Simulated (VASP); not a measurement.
# O2 in VASP: single point with PBEsol

Aim: the single point of O2 with PBEsol.

Program: VASP 6.6.1. These are calculated values, not measurements. Logs are shortened: lines on timing, memory, paths and dates and some standing lists are left out, and cuts for length are marked.

## (1) The cell of the first run

The cell holds a molecule in a box, 2 atoms: a = 9.000 Å, b = 9.500 Å, c = 10.000 Å, α = 90.00°, β = 90.00°, γ = 90.00°.

## (2) Single point, PBEsol, collinear spin, ferromagnetic start

File INCAR:

```
PREC = Accurate
ENCUT = 520
EDIFF = 1E-6
ISMEAR = -1
SIGMA = 0.02
LREAL = False
LASPH = True
NELM = 200
ALGO = Normal
ISIF = 2
LWAVE = False
LCHARG = False
ISPIN = 2
MAGMOM = 1 1
LORBIT = 11
GGA = PS
NBANDS = 17
GGA_COMPAT = False
NELMDL = -8
```

File KPOINTS:

```
Automatic mesh
0
Gamma
  1 1 1
```

File POSCAR:

```
O
1.0
    9.0000000000      0.0000000000      0.0000000000
    0.0000000000      9.5000000000      0.0000000000
    0.0000000000      0.0000000000     10.0000000000
O
2
Direct
    0.5000000000      0.5000000000      0.4394976031
    0.5000000000      0.5000000000      0.5605023969
```

Potentials or basis: VASP PAW PBE potentials, release 64 (O).

Command:

```
cat potpaw_PBE.64/O/POTCAR > POTCAR
mpirun -np 1 vasp_gam > vasp.out
```

OUTCAR:

```text
PREC = Accurate
   ENCUT = 520
   EDIFF = 1E-6
   ISMEAR = -1
   LREAL = False
   LASPH = True
   NELM = 200
   ISIF = 2
   ISPIN = 2
   LORBIT = 11
   GGA = PS
   NELMDL = -8

 ion  position               nearest neighbor table
   1  0.500  0.500  0.439-   2 1.21
   2  0.500  0.500  0.561-   1 1.21

  LATTYP: Found a simple orthorhombic cell.
 ALAT       =     9.0000000000
 B/A-ratio  =     1.0555555556
 C/A-ratio  =     1.1111111111

  Lattice vectors:

 A1 = (   9.0000000000,   0.0000000000,   0.0000000000)
 A2 = (   0.0000000000,   9.5000000000,   0.0000000000)
 A3 = (   0.0000000000,   0.0000000000,  10.0000000000)

Analysis of symmetry for initial positions (statically):
=====================================================================
 Subroutine PRICEL returns:
 Original cell was already a primitive cell.

 Routine SETGRP: Setting up the symmetry group for a
 simple orthorhombic supercell.

 Subroutine GETGRP returns: Found  8 space group operations
 (whereof  8 operations were pure point group operations)
 out of a pool of  8 trial point group operations.

The static configuration has the point symmetry D_2h.

Analysis of symmetry for dynamics (positions and initial velocities):
=====================================================================
 Subroutine PRICEL returns:
 Original cell was already a primitive cell.

 Routine SETGRP: Setting up the symmetry group for a
 simple orthorhombic supercell.

 Subroutine GETGRP returns: Found  8 space group operations
 (whereof  8 operations were pure point group operations)
 out of a pool of  8 trial point group operations.

The dynamic configuration has the point symmetry D_2h.

Analysis of structural, dynamic, and magnetic symmetry:
=====================================================================
 Subroutine PRICEL returns:
 Original cell was already a primitive cell.

 Routine SETGRP: Setting up the symmetry group for a
 simple orthorhombic supercell.

 Subroutine GETGRP returns: Found  8 space group operations
 (whereof  8 operations were pure point group operations)
 out of a pool of  8 trial point group operations.

The overall configuration has the point symmetry D_2h.

 Subroutine INISYM returns: Found  8 space group operations
 (whereof  8 operations are pure point group operations),
 and found     1 'primitive' translations

----------------------------------------------------------------------------------------
[... 89 lines left out ...]
     AMIX_MAG =   1.60;   BMIX_MAG =  1.00
  volume/ion in A,a.u.               =     427.50      2884.91
  Fermi-wavevector in a.u.,A,eV,Ry     =   0.394893  0.746240  2.121703  0.155941
  Thomas-Fermi vector in A             =   1.339966
   LORBIT       =     11    0 simple, 1 ext, 2 COOP (PROOUT), +10 PAW based schemes
   GGA     = PS    functional components
   LHFCALC =     F    Hartree Fock is set to
   AEXX    =    0.0000 exact exchange contribution
   IVDW    =     0    specifies the selected vdW correction
   LEPSILON=     F    determine dielectric tensor
   LRPA    =     F    only Hartree local field effects (RPA)
 spin polarized calculation
  energy-cutoff  :      520.00
  volume of cell :      855.00
 maximum number of plane-waves:     11510
 NGX is ok and might be reduce to    70
   NGX = 33   NGY = 35   NGZ = 37

 number of electron      12.0000002 magnetization       2.0000001

 Free energy of the ion-electron system (eV)
  ---------------------------------------------------
  ext. energy  EPLUGINS =         0.00000000
  ---------------------------------------------------
  free energy    TOTEN  =       -10.26618519 eV

  energy without entropy =      -10.26618519  energy(sigma->0) =      -10.26618519

 E-fermi :  -6.1245     XC(G=0):  -0.6176

 val. band max:       -6.6243008852   @ k =   0.0000   0.0000   0.0000
 cond. band min:      -4.3609122634   @ k =   0.0000   0.0000   0.0000
 fundamental gap:      2.2633886218
 Fermi energy:        -6.1244989774

 spin component 1

 k-point     1 :       0.0000    0.0000    0.0000
  band No.  band energies     occupation
      1     -32.8627      1.00000
      2     -20.2085      1.00000
      3     -13.3760      1.00000
      4     -13.3760      1.00000
      5     -13.3618      1.00000
      6      -6.6243      1.00000
[... 9 lines left out ...]
     16       2.8081      0.00000
     17       2.8987      0.00000
 Fermi energy:        -6.1244989774

 spin component 2

 k-point     1 :       0.0000    0.0000    0.0000
  band No.  band energies     occupation
      1     -31.6147      1.00000
      2     -18.4281      1.00000
      3     -12.3311      1.00000
      4     -11.5390      1.00000
      5     -11.5390      1.00000
      6      -4.3609      0.00000
[... 9 lines left out ...]
     16       2.9747      0.00000
     17       2.9844      0.00000

------------------------ aborting loop because EDIFF is reached ----------------------------------------

  FORCE on cell =-STRESS in cart. coord.  units (eV):
  Direction    XX          YY          ZZ          XY          YZ          ZX
  --------------------------------------------------------------------------------------
  -------------------------------------------------------------------------------------
  Total       -0.0729253     -0.0726846      1.5870551      0.0000000      0.0000000      0.0000000
  in kB       -0.1366540     -0.1362030      2.9739693      0.0000000      0.0000000      0.0000000
  external PRESSURE =       0.9003707 kB  Pullay stress =       0.0000000 kB

 VOLUME and BASIS-vectors are now :
 -----------------------------------------------------------------------------
  energy-cutoff  :      520.00
  volume of cell :      855.00
      direct lattice vectors                 reciprocal lattice vectors
     9.000000000  0.000000000  0.000000000     0.111111111  0.000000000  0.000000000
     0.000000000  9.500000000  0.000000000     0.000000000  0.105263158  0.000000000
     0.000000000  0.000000000 10.000000000     0.000000000  0.000000000  0.100000000

 POSITION                                       TOTAL-FORCE (eV/Angst)
 -----------------------------------------------------------------------------------
      4.50000      4.75000      4.39498         0.000000      0.000000     -1.378212
      4.50000      4.75000      5.60502         0.000000      0.000000      1.378212
 -----------------------------------------------------------------------------------
    total drift:                                0.000000      0.000000     -0.000000

  FREE ENERGIE OF THE ION-ELECTRON SYSTEM (eV)
  ---------------------------------------------------
  free  energy   TOTEN  =       -10.2661851927 eV

  energy  without entropy=      -10.2661851927  energy(sigma->0) =      -10.26618519

 total charge

# of ion       s       p       d       tot
------------------------------------------
    1        1.609   3.308   0.000   4.917
    2        1.609   3.308   0.000   4.917
--------------------------------------------------
tot          3.218   6.615   0.000   9.833

 magnetization (x)

# of ion       s       p       d       tot
------------------------------------------
    1        0.009   0.797   0.000   0.806
    2        0.009   0.797   0.000   0.806
--------------------------------------------------
tot          0.018   1.594   0.000   1.612
```

OSZICAR:

```text
N       E                     dE             d eps       ncg     rms          rms(c)
DAV:   1     0.127922808931E+03    0.12792E+03   -0.32752E+03    84   0.419E+02
DAV:   2     0.222233127645E+02   -0.10570E+03   -0.94531E+02   110   0.848E+01
[... 17 lines left out ...]
DAV:  20    -0.102661505720E+02   -0.32525E-04   -0.85714E-07    69   0.335E-03    0.581E-04
DAV:  21    -0.102661669260E+02   -0.16354E-04   -0.32898E-07    84   0.198E-03    0.405E-04
DAV:  22    -0.102661797151E+02   -0.12789E-04   -0.25678E-07    77   0.175E-03    0.186E-04
DAV:  23    -0.102661832290E+02   -0.35139E-05   -0.53417E-08    77   0.783E-04    0.118E-04
DAV:  24    -0.102661847243E+02   -0.14953E-05   -0.27767E-08    85   0.548E-04    0.682E-05
DAV:  25    -0.102661851927E+02   -0.46835E-06   -0.11399E-08    69   0.367E-04
   1 F= -.10266185E+02 E0= -.10266185E+02  d E =-.145715E-10  mag=     2.0000
```

stdout:

```text
POSCAR found type information on POSCAR O
 POSCAR found :  1 types and       2 ions
 scaLAPACK will be used
 -----------------------------------------------------------------------------
|                                                                             |
|                                                                             |
|     You enforced a specific xc type in the INCAR file but a different       |
|     I HOPE YOU KNOW WHAT YOU ARE DOING!                                     |
|                                                                             |
 -----------------------------------------------------------------------------

 LDA part: xc-table for (Slater+PW92), standard interpolation
 POSCAR, INCAR and KPOINTS ok, starting setup
 FFT: planning ... GRIDC
 FFT: planning ... GRID_SOFT
 FFT: planning ... GRID
 WAVECAR not read
 entering main loop
```

Wall time 3.6 min (1 thread of Intel Xeon 8259CL, shared host); peak memory 1 GiB.

What came out:

```yaml
Free_energy: -10.2662 eV
Largest_force: 1.378 eV/Å
Gap_between_the_frontier_levels: 2.26 eV
Net_moment: 2.00 μB per cell
Site_moments: O +0.81 μB
Valence_electrons_inside_the_program's_atomic_spheres: O 4.92
```

Forces in eV/Å, atoms in the order of the input:
```
O    0.000  0.000 -1.378
O    0.000  0.000  1.378
```

Caveat: the standard files for N, O and F lose accuracy on very short bonds; the PAW data sets were made with another functional, which shifts forces and pressure a little.
